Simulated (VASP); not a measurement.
# Mg2Co (P6/mmm) in VASP: notebook

The runs below take Mg2Co through single point, relaxation of cell and atoms, with PBE.

All numbers are computed with VASP 6.6.1; they aren't measurements. Logs are shortened: lines on timing, memory, paths and dates and some standing lists are left out, and cuts for length are marked.

## (1) The cell of the first run

It takes space group P6/mmm (No. 191, hexagonal). The conventional cell has a = 4.485 Å, b = 4.485 Å, c = 2.745 Å, α = 90.00°, β = 90.00°, γ = 120.00°. Within 3.4 Å of Mg (site symmetry -6m2) lie 5 Mg at 2.59 to 2.75 Å and 6 Co at 2.93 Å. Co (site symmetry 6/mmm) has 2 Co at 2.75 Å and 12 Mg at 2.93 Å within 3.6 Å.

## (2) Single point, PBE, collinear spin, ferromagnetic start

INCAR reads:

```
  ALGO = Fast
  EDIFF = 1E-6
  ENCUT = 520
  GGA = PE
  ISIF = 2
  ISMEAR = 0
  ISPIN = 2
  LASPH = True
  LCHARG = False
  LMAXMIX = 4
  LORBIT = 11
  LREAL = False
  LWAVE = False
  MAGMOM = 0 0 0.16
  NBANDS = 18
  NELM = 150
  PREC = Accurate
  SIGMA = 0.1
```

KPOINTS reads:

```
k-points
0
Gamma
  6 6 6
```

POSCAR reads:

```
Mg2Co
1.0
    4.4852920486      0.0000000000      0.0000000000
   -2.2426460243      3.8843768575      0.0000000000
    0.0000000000      0.0000000000      2.7453829411
Mg Co
2 1
Direct
    0.3333333333      0.6666666667      0.5000000000
    0.6666666667      0.3333333333      0.5000000000
    0.0000000000      0.0000000000      0.0000000000
```

Potentials or basis: VASP PAW PBE potentials, release 64 (Mg, Co).

On the command line:

```sh
> cat potpaw_PBE.64/Mg/POTCAR potpaw_PBE.64/Co/POTCAR > POTCAR
> mpirun -np 1 vasp_std > vasp.out
```

OUTCAR:

```text
EDIFF = 1E-6
   ENCUT = 520
   GGA = PE
   ISIF = 2
   ISMEAR = 0
   ISPIN = 2
   LASPH = True
   LORBIT = 11
   LREAL = False
   NELM = 150
   PREC = Accurate

 ion  position               nearest neighbor table
   1  0.333  0.667  0.500-   2 2.59   2 2.59   2 2.59   3 2.93   3 2.93   3 2.93   3 2.93   3 2.93
                             3 2.93
   2  0.667  0.333  0.500-   1 2.59   1 2.59   1 2.59   3 2.93   3 2.93   3 2.93   3 2.93   3 2.93
                             3 2.93
   3  0.000  0.000  0.000-   1 2.93   2 2.93   1 2.93   2 2.93   2 2.93   2 2.93   1 2.93   1 2.93
                             2 2.93   2 2.93   1 2.93   1 2.93

  LATTYP: Found a hexagonal cell.
 ALAT       =     4.4852920486
 C/A-ratio  =     0.6120856594

  Lattice vectors:

 A1 = (   4.4852920486,   0.0000000000,   0.0000000000)
 A2 = (  -2.2426460243,   3.8843768575,   0.0000000000)
 A3 = (   0.0000000000,   0.0000000000,   2.7453829411)

Analysis of symmetry for initial positions (statically):
=====================================================================
 Subroutine PRICEL returns:
 Original cell was already a primitive cell.

 Routine SETGRP: Setting up the symmetry group for a
 hexagonal supercell.

 Subroutine GETGRP returns: Found 24 space group operations
 (whereof 24 operations were pure point group operations)
 out of a pool of 24 trial point group operations.

The static configuration has the point symmetry D_6h.

Analysis of symmetry for dynamics (positions and initial velocities):
=====================================================================
 Subroutine PRICEL returns:
 Original cell was already a primitive cell.

 Routine SETGRP: Setting up the symmetry group for a
 hexagonal supercell.

 Subroutine GETGRP returns: Found 24 space group operations
 (whereof 24 operations were pure point group operations)
 out of a pool of 24 trial point group operations.

The dynamic configuration has the point symmetry D_6h.

Analysis of structural, dynamic, and magnetic symmetry:
=====================================================================
 Subroutine PRICEL returns:
 Original cell was already a primitive cell.

 Routine SETGRP: Setting up the symmetry group for a
 hexagonal supercell.

 Subroutine GETGRP returns: Found 24 space group operations
 (whereof 24 operations were pure point group operations)
 out of a pool of 24 trial point group operations.

The overall configuration has the point symmetry D_6h.

 Subroutine INISYM returns: Found 24 space group operations
 (whereof 24 operations are pure point group operations),
 and found     1 'primitive' translations

----------------------------------------------------------------------------------------

                                     Primitive cell

  volume of cell :      47.8316

  direct lattice vectors                    reciprocal lattice vectors
     4.485292049  0.000000000  0.000000000     0.222950923  0.128720775  0.000000000
    -2.242646024  3.884376857  0.000000000     0.000000000  0.257441550  0.000000000
     0.000000000  0.000000000  2.745382941     0.000000000  0.000000000  0.364247911

  length of vectors
     4.485292049  4.485292049  2.745382941     0.257441550  0.257441550  0.364247911

  position of ions in fractional coordinates (direct lattice)
     0.333333333  0.666666667  0.500000000
     0.666666667  0.333333333  0.500000000
     0.000000000  0.000000000  0.000000000

  ion indices of the primitive-cell ions
   primitive index   ion index
                 1           1
                 2           2
                 3           3

----------------------------------------------------------------------------------------

 KPOINTS: k-points

Automatic generation of k-mesh.
 Grid dimensions read from file:
 generate k-points for:    6    6    6

 Generating k-lattice:

  Cartesian coordinates                     Fractional coordinates (reciprocal lattice)
     0.037158487  0.021453463  0.000000000     0.166666667  0.000000000  0.000000000
     0.000000000  0.042906925  0.000000000     0.000000000  0.166666667  0.000000000
     0.000000000  0.000000000  0.060707985     0.000000000  0.000000000  0.166666667

  Length of vectors
     0.042906925  0.042906925  0.060707985

  Shift w.r.t. Gamma in fractional coordinates (k-lattice)
     0.000000000  0.000000000  0.000000000

 Subroutine IBZKPT returns following result:
 ===========================================

 Found     28 irreducible k-points:

 Following reciprocal coordinates:
            Coordinates               Weight
  0.000000  0.000000  0.000000      1.000000
  0.166667 -0.000000  0.000000      6.000000
  0.333333  0.000000  0.000000      6.000000
  0.500000 -0.000000  0.000000      3.000000
  0.166667  0.166667  0.000000      6.000000
  0.333333  0.166667  0.000000     12.000000
[... 16 lines left out ...]
  0.166667 -0.000000  0.500000      6.000000
  0.333333  0.000000  0.500000      6.000000
 [... further k-points ...]
   k-points           NKPTS =     28   k-points in BZ     NKDIM =     28   number of bands    NBANDS=     18
   number of dos      NEDOS =    301   number of ions     NIONS =      3
   total plane-waves  NPLWV =  25920
   dimension x,y,z NGX =    36 NGY =   36 NGZ =   20
   dimension x,y,z NGXF=    72 NGYF=   72 NGZF=   40
   ions per type =               2   1
   NGX,Y,Z   is equivalent  to a cutoff of  13.34, 13.34, 12.11 a.u.
   NGXF,Y,Z  is equivalent  to a cutoff of  26.69, 26.69, 24.22 a.u.
 SYSTEM =  unknown system
   PREC   = accura    normal or accurate (medium, high low for compatibility)
   ISTART =      0    job   : 0-new  1-cont  2-samecut
   ICHARG =      2    charge: 1-file 2-atom 10-const
   ISPIN  =      2    spin polarized calculation?
   LNONCOLLINEAR =      F non collinear calculations
   LSORBIT =      F    spin-orbit coupling
   LASPH  =      T    aspherical Exc in radial PAW
   ENCUT  =  520.0 eV  38.22 Ry    6.18 a.u.   8.34  8.34  5.10*2*pi/ulx,y,z
   NELM   =    150;   NELMIN=  2; NELMDL= -5     # of ELM steps
   EDIFF  = 0.1E-05   stopping-criterion for ELM
   LREAL  =      F    real-space projection
   EDIFFG = 0.1E-04   stopping-criterion for IOM
   NSW    =      0    number of steps for IOM
   IBRION =     -1    ionic relax: 0-MD 1-quasi-New 2-CG
   NFREE  =      0    steps in history (QN), initial steepest desc. (CG)
   ISIF   =      2    stress and relaxation
   ISYM   =      2    0-nonsym 1-usesym 2-fastsym
   POTIM  = 0.5000    time-step for ionic-motion
   TEBEG  =    0.0;   TEEND  =   0.0 temperature during run
   PSTRESS=    0.0 pullay stress
   NELECT =      13.0000    total number of electrons
   NUPDOWN=      -1.0000    fix difference up-down
   EMIN   =  10.00;   EMAX   =-10.00  energy-range for DOS
   EFERMI =   0.00;   METHOD = LEGACY
   ISMEAR =     0;   SIGMA  =   0.10  broadening in eV -4-tet -1-fermi 0-gaus
   EFERMI_NEDOS =   21; number of points for ismear=-14 and -15
   IALGO  =     68    algorithm
   IMIX   =      4    mixing-type and parameters
     AMIX     =   0.40;   BMIX     =  1.00
     AMIX_MAG =   1.60;   BMIX_MAG =  1.00
  volume/ion in A,a.u.               =      15.94       107.59
  Fermi-wavevector in a.u.,A,eV,Ry     =   1.060436  2.003933 15.300072  1.124524
  Thomas-Fermi vector in A             =   2.195816
   LORBIT       =     11    0 simple, 1 ext, 2 COOP (PROOUT), +10 PAW based schemes
   GGA     = PE    functional components
   LHFCALC =     F    Hartree Fock is set to
   AEXX    =    0.0000 exact exchange contribution
   IVDW    =     0    specifies the selected vdW correction
   LEPSILON=     F    determine dielectric tensor
   LRPA    =     F    only Hartree local field effects (RPA)
 spin polarized calculation
 RMM-DIIS sequential band-by-band and
 Gauss-broadening in eV      SIGMA  =   0.10
  energy-cutoff  :      520.00
  volume of cell :       47.83
 maximum number of plane-waves:      1303
 NGX is ok and might be reduce to    36
   NGX = 17   NGY = 17   NGZ = 11

 number of electron      13.0000007 magnetization       1.0284746

 Free energy of the ion-electron system (eV)
  ---------------------------------------------------
  ext. energy  EPLUGINS =         0.00000000
  ---------------------------------------------------
  free energy    TOTEN  =        -9.19970130 eV

  energy without entropy =       -9.19291140  energy(sigma->0) =       -9.19630635

 E-fermi :   4.7802     XC(G=0): -10.2056

 val. band max:        4.7371853665   @ k =   0.3333   0.0000   0.0000
 cond. band min:       4.7939297564   @ k =   0.3333   0.1667   0.3333
 fundamental gap:      0.0567443898
 Fermi energy:         4.7801942889

 spin component 1

 k-point     1 :       0.0000    0.0000    0.0000
  band No.  band energies     occupation
      1      -2.8433      1.00000
      2       2.5249      1.00000
      3       2.7468      1.00000
      4       2.7468      1.00000
      5       3.5521      1.00000
      6       3.5521      1.00000
[... 10 lines left out ...]
     17      23.9690      0.00000
     18      23.9690      0.00000
[... 466 lines left out ...]
      2       2.2746      1.00000
      3       2.3658      1.00000
      4       3.3156      1.00000
      5       3.5642      1.00000
      6       3.8243      1.00000
[... 10 lines left out ...]
     17      18.2382      0.00000
     18      19.8602      0.00000

 [... further k-points ...]

 spin component 2

 k-point     1 :       0.0000    0.0000    0.0000
  band No.  band energies     occupation
      1      -2.8887      1.00000
      2       3.1480      1.00000
      3       3.3284      1.00000
      4       3.3284      1.00000
      5       5.1550      0.00000
      6       5.1550      0.00000
[... 10 lines left out ...]
     17      23.9110      0.00000
     18      23.9110      0.00000
[... 466 lines left out ...]
      2       2.5595      1.00000
      3       3.5870      1.00000
      4       4.0243      1.00000
      5       4.0953      1.00000
      6       4.4400      1.00000
[... 10 lines left out ...]
     17      18.2204      0.00000
     18      20.0560      0.00000

 [... further k-points ...]

------------------------ aborting loop because EDIFF is reached ----------------------------------------

  FORCE on cell =-STRESS in cart. coord.  units (eV):
  Direction    XX          YY          ZZ          XY          YZ          ZX
  --------------------------------------------------------------------------------------
  -------------------------------------------------------------------------------------
  Total        0.8171313      0.8171313     -0.6093404      0.0000000     -0.0000000      0.0000000
  in kB       27.3707947     27.3707947    -20.4105900      0.0000000     -0.0000000      0.0000000
  external PRESSURE =      11.4436665 kB  Pullay stress =       0.0000000 kB

 VOLUME and BASIS-vectors are now :
 -----------------------------------------------------------------------------
  energy-cutoff  :      520.00
  volume of cell :       47.83
      direct lattice vectors                 reciprocal lattice vectors
     4.485292049  0.000000000  0.000000000     0.222950923  0.128720775  0.000000000
    -2.242646024  3.884376857  0.000000000     0.000000000  0.257441550  0.000000000
     0.000000000  0.000000000  2.745382941     0.000000000  0.000000000  0.364247911

 POSITION                                       TOTAL-FORCE (eV/Angst)
 -----------------------------------------------------------------------------------
     -0.00000      2.58958      1.37269        -0.000000      0.000000      0.000000
      2.24265      1.29479      1.37269         0.000000      0.000000     -0.000000
      0.00000      0.00000      0.00000        -0.000000      0.000000     -0.000000
 -----------------------------------------------------------------------------------
    total drift:                               -0.000000     -0.000000      0.000000

  FREE ENERGIE OF THE ION-ELECTRON SYSTEM (eV)
  ---------------------------------------------------
  free  energy   TOTEN  =        -9.1997013044 eV

  energy  without entropy=       -9.1929113970  energy(sigma->0) =       -9.19630635

 total charge

# of ion       s       p       d       tot
------------------------------------------
    1        0.224   0.176   0.024   0.425
    2        0.224   0.176   0.024   0.425
    3        0.392   0.315   7.247   7.953
--------------------------------------------------
tot          0.840   0.667   7.296   8.803

 magnetization (x)

# of ion       s       p       d       tot
------------------------------------------
    1       -0.004  -0.009  -0.002  -0.015
    2       -0.004  -0.009  -0.002  -0.015
    3        0.005  -0.002   1.163   1.166
--------------------------------------------------
tot         -0.003  -0.020   1.159   1.136
```

It took 37 s on 1 thread of AMD EPYC 9R45 (Zen 5), shared host; peak memory 0.17 GiB.

Results:

```yaml
Free_energy: -9.1997 eV
Pressure: 1.1 GPa
Band_gap_on_the_k_mesh: zero (filled and empty bands overlap)
Net_moment: 1.03 μB per cell
Site_moments: Mg -0.01; Co +1.17 μB
Valence_electrons_inside_the_program's_atomic_spheres: Mg 0.42; Co 7.95
```

Stress tensor (GPa, compression positive):
```
 2.74  0.00  0.00
 0.00  2.74  0.00
 0.00  0.00 -2.04
```

Caveat: the k points lie up to 0.38 Å⁻¹ apart.

## (3) Relaxation of cell and atoms, PBE, collinear spin, ferromagnetic start

This run uses another cell than the first one, of 14.61 Å³/atom, 0.916 times its volume.

INCAR reads:

```
PREC     = Accurate       # precision mode
ENCUT    = 600            # plane-wave cutoff, eV
EDIFF    = 1E-6           # SCF threshold, eV
ISMEAR   = 0              # smearing method
SIGMA    = 0.1            # smearing width, eV
LREAL    = False          # projectors in reciprocal space
LASPH    = True           # aspherical terms in the spheres
NELM     = 150            # most SCF steps
ALGO     = Normal         # electronic algorithm
ISIF     = 3              # what is computed and relaxed
LWAVE    = False          # write WAVECAR
LCHARG   = False          # write CHGCAR
ISPIN    = 2              # spin polarisation
MAGMOM   = 0 0 0.16       # initial moments
LORBIT   = 11             # projections on sites
LMAXMIX  = 4              # l up to which the mixer works
GGA      = PE             # functional
IBRION   = 2              # ionic algorithm
NSW      = 90             # ionic steps
EDIFFG   = -0.04          # ionic threshold
```

KPOINTS reads:

```
regular mesh
0
Gamma
  6 6 6
```

POSCAR reads:

```
Mg2Co
1.0
    4.1589095132      0.0000000000      0.0000000000
   -2.0794547566      3.6017212905      0.0000000000
    0.0000000000      0.0000000000      2.9252280641
Mg Co
2 1
Direct
    0.3333333333      0.6666666667      0.5000000000
    0.6666666667      0.3333333333      0.5000000000
    0.0000000000      0.0000000000      0.0000000000
```

Potentials or basis: VASP PAW PBE potentials, release 64 (Mg, Co).

On the command line:

```sh
> cat potpaw_PBE.64/Mg/POTCAR potpaw_PBE.64/Co/POTCAR > POTCAR
> mpirun -np 1 vasp_std > vasp.out
```

It took 64 s on 1 thread of Intel Xeon 6975P-C, shared host; peak memory 0.22 GiB.

It converged, with:

* Free energy: -9.0628 eV
* Relaxed volume: 16.04 Å³/atom
* Relaxed cell: a = 4.491 Å, b = 4.491 Å, c = 2.754 Å, α = 90.00°, β = 90.00°, γ = 120.00°
* Space group after relaxing (to 0.05 Å): P6/mmm (No. 191)
* Energy gained by relaxing: 143.3 meV/atom
* Ionic steps: 4
* Pressure after relaxing: -0.2 GPa
* Net moment: 0.00 μB per cell
* Valence electrons inside the program's atomic spheres: Mg 0.42; Co 7.97

Stress tensor (GPa, compression positive):
```
-0.12  0.00  0.00
 0.00 -0.12  0.00
 0.00  0.00 -0.32
```

The path:
| step | energy change (eV) | largest force (eV/Å) | pressure (GPa) | volume (Å³) |
| --- | --- | --- | --- | --- |
| 1 | 0.0000 | 0.0000 | 8.89 | 43.82 |
| 2 | -0.4166 | 0.0000 | -1.35 | 48.95 |
| 3 | -0.4179 | 0.0000 | -1.79 | 49.25 |
| 4 | -0.4300 | 0.0000 | -0.19 | 48.11 |

Final structure:
```xyz
3
Lattice="4.4909 0.0000 0.0000 -2.2454 3.8892 0.0000 0.0000 0.0000 2.7543" Properties=species:S:1:pos:R:3 pbc="T T T"
Mg    0.0000    2.5928    1.3771
Mg    2.2454    1.2964    1.3771
Co   -2.2454    3.8892    0.0000
```

Levels at points of the mesh, in eV from the Fermi level:
Spin up:
```
           k point  band 4  band 5  band 6  band 7  band 8  band 9
(0.00, 0.00, 0.00)   -1.51   -0.03   -0.03    1.73    1.73    3.11
(0.50, 0.00, 0.00)   -0.88   -0.72   -0.69   -0.06   -0.04    2.28
(0.00, 0.00, 0.50)   -1.32   -0.73   -0.73    1.06    5.70    5.70
(0.50, 0.00, 0.50)   -0.76   -0.44   -0.41   -0.22    1.88    2.48
```
Spin down:
```csv
k point,band 3,band 4,band 5,band 6,band 7,band 8,band 9,band 10
"(0.00, 0.00, 0.00)",-1.51,-1.51,-0.03,-0.03,1.73,1.73,3.11,3.11
"(0.50, 0.00, 0.00)",-1.83,-0.88,-0.72,-0.69,-0.06,-0.04,2.28,7.96
"(0.00, 0.00, 0.50)",-1.32,-1.32,-0.73,-0.73,1.06,5.70,5.70,6.13
"(0.50, 0.00, 0.50)",-1.45,-0.76,-0.44,-0.41,-0.22,1.88,2.48,3.74
```
